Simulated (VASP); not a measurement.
**Pb: single point with LDA**

The system is Pb.

```
CELL_PARAMETERS angstrom
-1.62572 1.62572 1.62572
1.62572 -1.62572 1.62572
1.62572 1.62572 -1.62572
ATOMIC_POSITIONS crystal
Pb 0.00000 0.00000 0.00000
```

* Program: VASP 6.6.1
* Task: single point
* Functional: LDA
* Potentials or basis: VASP PAW LDA potentials, release 64 (Pb_d)
* Cutoff: 520 eV
* k mesh: 17 × 17 × 17
* Occupations: fermi-dirac, width 0.05 eV
* Spin: no spin polarisation
* Dipole correction: no
* Further INCAR settings: ALGO = Normal; EDIFF = 1e-07; NBANDS = 13

```yaml
Pressure: 97.9 GPa
Band_gap_on_the_k_mesh: zero (band 7 reaches 26.76 eV, above the bottom of band 8 at 11.94 eV)
```

Levels at points of the mesh, in eV from the Fermi level:
| k point | band 5 | band 6 | band 7 | band 8 | band 9 | band 10 |
| --- | --- | --- | --- | --- | --- | --- |
| (0.00, 0.00, 0.00) | -17.71 | -17.47 | 10.89 | 10.89 | 10.89 | 14.06 |

Run time: 18 s on 1 thread of Intel Xeon 6975P-C, with other jobs on the host, peak memory 0.15 GiB.

Caveat: spin-orbit coupling is left out, which moves the levels of the heavy elements.
